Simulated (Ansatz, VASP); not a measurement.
One calculation of ZnS, two programs

```xyz
4
Lattice="3.6952 0.0000 0.0000 -1.8476 3.2002 0.0000 0.0000 0.0000 6.0300" Properties=species:S:1:pos:R:3 pbc="T T T"
Zn    0.0000    0.0000    0.0000
Zn    0.0000    0.0000    3.0150
S     0.0000    2.1334    1.5075
S     1.8476    1.0667    4.5225
```

Alike in both runs: task single point; functional PBE; k mesh 6 × 6 × 4; no spin polarisation.

```csv
,VASP,Ansatz
version,VASP 6.6.1,Ansatz 0.2.0
potentials or method,"VASP PAW PBE potentials, release 64 (Zn, S)","plane waves, PAW"
plane-wave cutoff (eV),520,420
occupations,"gaussian, width 0.01 eV",fixed
valence electrons in the cell,36,36
```

|  | VASP | Ansatz | Ansatz less VASP |
| --- | --- | --- | --- |
| gap on the k mesh at the Fermi level (eV) | 0.41 | 0.41 | +0.006 |
| pressure (GPa) | -4.2 | -4.4 | -0.15 |
| traceless stress, the component that is largest in VASP (GPa) | -0.24 | -0.23 | +0.008 |
